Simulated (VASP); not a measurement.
# HPt3 in VASP: further runs

The runs below take HPt3 through relaxation of the atoms, with PBEsol.

All numbers are computed with VASP 6.6.1; they aren't measurements. Logs are shortened: lines on timing, memory, paths and dates and some standing lists are left out, and cuts for length are marked.

## (1) The cell of the first run

The cell holds a slab with vacuum, 4 atoms: a = 2.770 Å, b = 2.770 Å, c = 20.052 Å, α = 90.00°, β = 90.00°, γ = 120.00°.

## (2) Relaxation of the atoms, PBEsol

INCAR

```
PREC     = Accurate       # precision mode
ENCUT    = 520            # plane-wave cutoff, eV
EDIFF    = 1E-6           # SCF threshold, eV
ISMEAR   = 0              # smearing method
SIGMA    = 0.1            # smearing width, eV
LREAL    = F              # projectors in reciprocal space
LASPH    = T              # aspherical terms in the spheres
NELM     = 60             # most SCF steps
ALGO     = Fast           # electronic algorithm
ISIF     = 2              # what is computed and relaxed
LWAVE    = F              # write WAVECAR
LCHARG   = F              # write CHGCAR
LDIPOL   = T            
IDIPOL   = 3            
DIPOL    = 0.5 0.5 0.354
GGA      = PS             # functional
IBRION   = 2              # ionic algorithm
NSW      = 36             # ionic steps
EDIFFG   = -0.025         # ionic threshold
```

KPOINTS

```
regular mesh
0
Gamma
  12 12 1
```

POSCAR

```
HPt3
1.0
    2.7704873139      0.0000000000      0.0000000000
   -1.3852436569      2.3993123947      0.0000000000
    0.0000000000      0.0000000000     20.0517698534
Pt H
3 1
Selective dynamics
Direct
    0.6666666667      0.3333333333      0.1994836381  F F F
    0.3333333333      0.6666666667      0.3129860846  F F F
    0.0000000000      0.0000000000      0.4264845406  F F F
    0.1666666667      0.6666666667      0.4783953241  F F T
```

Potentials or basis: VASP PAW PBE potentials, release 64 (Pt, H).

Launch:

```sh
$ cat potpaw_PBE.64/Pt/POTCAR potpaw_PBE.64/H/POTCAR > POTCAR
$ mpirun -np 1 vasp_std > vasp.out
```

OUTCAR:

```text
PREC = Accurate
   ENCUT = 520
   EDIFF = 1E-6
   ISMEAR = 0
   LREAL = F
   LASPH = T
   NELM = 60
   ISIF = 2
   GGA = PS
   IBRION = 2
   NSW = 36
   EDIFFG = -0.025

 ion  position               nearest neighbor table
   1  0.667  0.333  0.199-   2 2.78   2 2.78   2 2.78
   2  0.333  0.667  0.313-   3 2.78   3 2.78   3 2.78   1 2.78   1 2.78   1 2.78
   3  0.000  0.000  0.426-   4 1.60   4 1.96   2 2.78   2 2.78   2 2.78
   4  0.167  0.667  0.478-   3 1.60   3 1.96

  LATTYP: Found a hexagonal cell.
 ALAT       =     2.7704873139
 C/A-ratio  =     7.2376327994

  Lattice vectors:

 A1 = (   2.7704873139,   0.0000000000,   0.0000000000)
 A2 = (  -1.3852436569,   2.3993123947,   0.0000000000)
 A3 = (   0.0000000000,   0.0000000000,  20.0517698534)

Analysis of symmetry for initial positions (statically):
=====================================================================
 Subroutine PRICEL returns:
 Original cell was already a primitive cell.

 Routine SETGRP: Setting up the symmetry group for a
 hexagonal supercell.

 Subroutine GETGRP returns: Found  1 space group operations
 (whereof  1 operations were pure point group operations)
 out of a pool of 24 trial point group operations.

The static configuration has the point symmetry C_1 .

Analysis of symmetry for dynamics (positions and initial velocities):
=====================================================================
 Subroutine PRICEL returns:
 Original cell was already a primitive cell.

 Routine SETGRP: Setting up the symmetry group for a
 hexagonal supercell.

 Subroutine GETGRP returns: Found  1 space group operations
 (whereof  1 operations were pure point group operations)
 out of a pool of 24 trial point group operations.

The dynamic configuration has the point symmetry C_1 .

Analysis of constrained symmetry for selective dynamics:
=====================================================================
 Subroutine PRICEL returns:
 Original cell was already a primitive cell.

 Routine SETGRP: Setting up the symmetry group for a
 hexagonal supercell.

 Subroutine GETGRP returns: Found  1 space group operations
 (whereof  1 operations were pure point group operations)
 out of a pool of 24 trial point group operations.

The constrained configuration has the point symmetry C_1 .

 Subroutine INISYM returns: Found  1 space group operations
 (whereof  1 operations are pure point group operations),
 and found     1 'primitive' translations

----------------------------------------------------------------------------------------

                                     Primitive cell

  volume of cell :     133.2894

  direct lattice vectors                    reciprocal lattice vectors
     2.770487314  0.000000000  0.000000000     0.360947330  0.208393038  0.000000000
    -1.385243657  2.399312395  0.000000000     0.000000000  0.416786077  0.000000000
     0.000000000  0.000000000 20.051769853     0.000000000  0.000000000  0.049870910

  length of vectors
     2.770487314  2.770487314 20.051769853     0.416786077  0.416786077  0.049870910

  position of ions in fractional coordinates (direct lattice)
     0.666666667  0.333333333  0.199483638
     0.333333333  0.666666667  0.312986085
     0.000000000  0.000000000  0.426484541
     0.166666667  0.666666667  0.478395324

  ion indices of the primitive-cell ions
   primitive index   ion index
                 1           1
                 2           2
                 3           3
                 4           4

----------------------------------------------------------------------------------------

 KPOINTS: regular mesh

Automatic generation of k-mesh.
 Grid dimensions read from file:
 generate k-points for:   12   12    1

 Generating k-lattice:

  Cartesian coordinates                     Fractional coordinates (reciprocal lattice)
     0.030078944  0.017366087  0.000000000     0.083333333 -0.000000000  0.000000000
     0.000000000  0.034732173  0.000000000     0.000000000  0.083333333  0.000000000
     0.000000000  0.000000000  0.049870910     0.000000000  0.000000000  1.000000000

  Length of vectors
     0.034732173  0.034732173  0.049870910

  Shift w.r.t. Gamma in fractional coordinates (k-lattice)
     0.000000000  0.000000000  0.000000000

 Subroutine IBZKPT returns following result:
 ===========================================

 Found     74 irreducible k-points:

 Following reciprocal coordinates:
            Coordinates               Weight
  0.000000  0.000000  0.000000      1.000000
  0.083333  0.000000  0.000000      2.000000
  0.000000  0.083333  0.000000      2.000000
 -0.083333  0.083333  0.000000      2.000000
  0.166667  0.000000  0.000000      2.000000
  0.000000  0.166667  0.000000      2.000000
[... 16 lines left out ...]
  0.166667  0.083333  0.000000      2.000000
 -0.083333  0.250000  0.000000      2.000000
 [... further k-points ...]
   k-points           NKPTS =     74   k-points in BZ     NKDIM =     74   number of bands    NBANDS=     19
   number of dos      NEDOS =    301   number of ions     NIONS =      4
   total plane-waves  NPLWV =  86400
   dimension x,y,z NGX =    24 NGY =   24 NGZ =  150
   dimension x,y,z NGXF=    48 NGYF=   48 NGZF=  300
   ions per type =               3   1
   NGX,Y,Z   is equivalent  to a cutoff of  14.40, 14.40, 12.44 a.u.
   NGXF,Y,Z  is equivalent  to a cutoff of  28.80, 28.80, 24.87 a.u.
 SYSTEM =  unknown system
   PREC   = accura    normal or accurate (medium, high low for compatibility)
   ISTART =      0    job   : 0-new  1-cont  2-samecut
   ICHARG =      2    charge: 1-file 2-atom 10-const
   ISPIN  =      1    spin polarized calculation?
   LNONCOLLINEAR =      F non collinear calculations
   LSORBIT =      F    spin-orbit coupling
   LASPH  =      T    aspherical Exc in radial PAW
   ENCUT  =  520.0 eV  38.22 Ry    6.18 a.u.   5.15  5.15 37.28*2*pi/ulx,y,z
   NELM   =     60;   NELMIN=  2; NELMDL= -5     # of ELM steps
   EDIFF  = 0.1E-05   stopping-criterion for ELM
   LREAL  =      F    real-space projection
   EDIFFG = -.3E-01   stopping-criterion for IOM
   NSW    =     36    number of steps for IOM
   IBRION =      2    ionic relax: 0-MD 1-quasi-New 2-CG
   NFREE  =      1    steps in history (QN), initial steepest desc. (CG)
   ISIF   =      2    stress and relaxation
   ISYM   =      2    0-nonsym 1-usesym 2-fastsym
   POTIM  = 0.5000    time-step for ionic-motion
   TEBEG  =    0.0;   TEEND  =   0.0 temperature during run
   PSTRESS=    0.0 pullay stress
   NELECT =      31.0000    total number of electrons
   NUPDOWN=      -1.0000    fix difference up-down
   EMIN   =  10.00;   EMAX   =-10.00  energy-range for DOS
   EFERMI =   0.00;   METHOD = LEGACY
   ISMEAR =     0;   SIGMA  =   0.10  broadening in eV -4-tet -1-fermi 0-gaus
   EFERMI_NEDOS =   21; number of points for ismear=-14 and -15
   IALGO  =     68    algorithm
   IMIX   =      4    mixing-type and parameters
     AMIX     =   0.40;   BMIX     =  1.00
     AMIX_MAG =   1.60;   BMIX_MAG =  1.00
  volume/ion in A,a.u.               =      33.32       224.87
  Fermi-wavevector in a.u.,A,eV,Ry     =   1.006770  1.902519 13.790666  1.013585
  Thomas-Fermi vector in A             =   2.139533
   LORBIT       =      0    0 simple, 1 ext, 2 COOP (PROOUT), +10 PAW based schemes
   GGA     = PS    functional components
   LHFCALC =     F    Hartree Fock is set to
   AEXX    =    0.0000 exact exchange contribution
   IVDW    =     0    specifies the selected vdW correction
   LEPSILON=     F    determine dielectric tensor
   LRPA    =     F    only Hartree local field effects (RPA)
 conjugate gradient relaxation of ions
 non-spin polarized calculation
 RMM-DIIS sequential band-by-band and
 Gauss-broadening in eV      SIGMA  =   0.10
  energy-cutoff  :      520.00
  volume of cell :      133.29
 maximum number of plane-waves:      3614
 NGX is ok and might be reduce to    24
   NGX = 11   NGY = 11   NGZ = 75

 dipolmoment           0.000000      0.000000      0.019175 electrons x Angstroem

--------------------------------------- Ionic step        1  -------------------------------------------

 number of electron      31.0000005 magnetization

 Free energy of the ion-electron system (eV)
  ---------------------------------------------------
  ext. energy  EPLUGINS =         0.00000000
  ---------------------------------------------------
  free energy    TOTEN  =       -23.08831236 eV

  energy without entropy =      -23.06436668  energy(sigma->0) =      -23.07633952

------------------------ aborting loop because EDIFF is reached ----------------------------------------

  FORCE on cell =-STRESS in cart. coord.  units (eV):
  Direction    XX          YY          ZZ          XY          YZ          ZX
  --------------------------------------------------------------------------------------
  -------------------------------------------------------------------------------------
  Total       -2.5698007     -2.9637508      1.7729710     -0.2925219     -0.5889921      0.6207819
  in kB      -30.8897471    -35.6251414     21.3116242     -3.5161974     -7.0798547      7.4619784
  external PRESSURE =     -15.0677548 kB  Pullay stress =       0.0000000 kB
[... 61 lines left out ...]
  energy  without entropy=      -23.0779045115  energy(sigma->0) =      -23.08996879

--------------------------------------- Ionic step        3  -------------------------------------------

 number of electron      31.0000005 magnetization

 dipolmoment           0.000000      0.000000     -0.025913 electrons x Angstroem

 Free energy of the ion-electron system (eV)
  ---------------------------------------------------
  ext. energy  EPLUGINS =         0.00000000
  ---------------------------------------------------
  free energy    TOTEN  =       -23.10968858 eV

  energy without entropy =      -23.08526767  energy(sigma->0) =      -23.09747813

 E-fermi :   0.2887     XC(G=0):  -5.6919

 val. band max:        0.2837770546   @ k =   0.3333   0.2500   0.0000
 cond. band min:       0.3075522468   @ k =  -0.1667  -0.4167   0.0000
 fundamental gap:      0.0237751923
 Fermi energy:         0.2886853215

 k-point     1 :       0.0000    0.0000    0.0000
  band No.  band energies     occupation
      1      -9.7249      2.00000
      2      -8.2268      2.00000
      3      -6.8389      2.00000
      4      -4.4710      2.00000
      5      -3.6162      2.00000
      6      -3.4419      2.00000
[... 11 lines left out ...]
     18       0.2061      1.75704
     19       0.4123      0.08042
[... 489 lines left out ...]
      3      -5.5379      2.00000
      4      -4.9900      2.00000
      5      -4.3349      2.00000
      6      -4.1063      2.00000
[... 11 lines left out ...]
     18       1.0353      0.00000
     19       3.7425      0.00000

 [... further k-points ...]

------------------------ aborting loop because EDIFF is reached ----------------------------------------

 vacuum level on the upper side and lower side of the slab       (xc-potential included)        -0.351         0.335

  FORCE on cell =-STRESS in cart. coord.  units (eV):
  Direction    XX          YY          ZZ          XY          YZ          ZX
  --------------------------------------------------------------------------------------
  -------------------------------------------------------------------------------------
  Total       -3.0399968     -3.4658573      1.0625794      0.0315405     -0.3453571      0.3078247
  in kB      -36.5416404    -41.6606057     12.7725119      0.3791254     -4.1512918      3.7001419
  external PRESSURE =     -21.8099114 kB  Pullay stress =       0.0000000 kB

 VOLUME and BASIS-vectors are now :
 -----------------------------------------------------------------------------
  energy-cutoff  :      520.00
  volume of cell :      133.29
      direct lattice vectors                 reciprocal lattice vectors
     2.770487314  0.000000000  0.000000000     0.360947330  0.208393038  0.000000000
    -1.385243657  2.399312395  0.000000000     0.000000000  0.416786077  0.000000000
     0.000000000  0.000000000 20.051769853     0.000000000  0.000000000  0.049870910
[... 10 lines left out ...]
  FREE ENERGIE OF THE ION-ELECTRON SYSTEM (eV)
  ---------------------------------------------------
  free  energy   TOTEN  =       -23.1096885843 eV

  energy  without entropy=      -23.0852676660  energy(sigma->0) =      -23.09747813

 reached required accuracy - stopping structural energy minimisation

 vacuum level on the upper side and lower side of the slab         5.412         6.121
```

It took 17 min on 1 thread of Oxide Virtual Turin-like, shared host; peak memory 0.37 GiB.

What came out:

| Item | Value |
| --- | --- |
| Free energy | -23.1097 eV |
| Energy gained by relaxing | 5.3 meV/atom |
| Ionic steps | 3 |
| Band gap on the k mesh | zero (an odd number of electrons rules out a gap without spin polarisation) |

Step by step:
| step | energy change (eV) | largest force on free atoms (eV/Å) | pressure (GPa) |
| --- | --- | --- | --- |
| 1 | 0.0000 | 0.5983 | -1.51 |
| 2 | -0.0137 | 0.3540 | -1.79 |
| 3 | -0.0214 | 0.0157 | -2.18 |

Final structure:
```yaml
crystal:
  lattice:
    - [2.77049, 0.00000, 0.00000]
    - [-1.38524, 2.39931, 0.00000]
    - [0.00000, 0.00000, 20.05177]
  atoms:
    - { symbol: Pt, position: [0.66667, 0.33333, 0.19948] }
    - { symbol: Pt, position: [0.33333, 0.66667, 0.31299] }
    - { symbol: Pt, position: [0.00000, 0.00000, 0.42648] }
    - { symbol: H, position: [0.16667, 0.66667, 0.48192] }
```

Caveat: the PAW data sets were made with another functional, which shifts forces and pressure a little; spin-orbit coupling is left out, which moves the levels of the heavy elements.

[end of part 1 of 2]
